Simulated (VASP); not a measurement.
Here is a VASP 6.6.1 calculation.

Contents of INCAR:

```
SYSTEM = MgO
ALGO     = Normal         ! electronic algorithm
EDIFF    = 1E-6           ! SCF threshold, eV
ENCUT    = 520            ! plane-wave cutoff, eV
GGA      = PS             ! functional
ISIF     = 2              ! what is computed and relaxed
ISMEAR   = 0              ! smearing method
LASPH    = .True.         ! aspherical terms in the spheres
LCHARG   = .True.         ! write CHGCAR
LELF     = .True.         ! ELF
LREAL    = .False.        ! projectors in reciprocal space
LVHAR    = .True.       
LWAVE    = .False.        ! write WAVECAR
NBANDS   = 11             ! bands
NELM     = 100            ! most SCF steps
PREC     = Accurate       ! precision mode
SIGMA    = 0.05           ! smearing width, eV
```

KPOINTS

```
k-points
0
Gamma
  10 10 10
  0 0 0
```

POSCAR

```
MgO
1.0
    0.0000000000      2.0549060650      2.0549060650
    2.0549060650      0.0000000000      2.0549060650
    2.0549060650      2.0549060650      0.0000000000
Mg O
1 1
Direct
    0.0189270304      0.0189270304     -0.0189270304
    0.4712468609      0.4712468609      0.5287531391
```

Potentials or basis: VASP PAW PBE potentials, release 64 (Mg, O).

Command:

```bash
$ cat potpaw_PBE.64/Mg/POTCAR potpaw_PBE.64/O/POTCAR > POTCAR
$ mpirun -np 1 vasp_std > vasp.out
```

Predict the largest force.

1.871 eV/Å.

Predict the pressure.

18.7 GPa.

Forces in eV/Å, atoms in the order of the input:
```
Mg   0.000  0.000 -1.871
O    0.000  0.000  1.871
```

Caveat: the PAW data sets were made with another functional, which shifts forces and pressure a little.
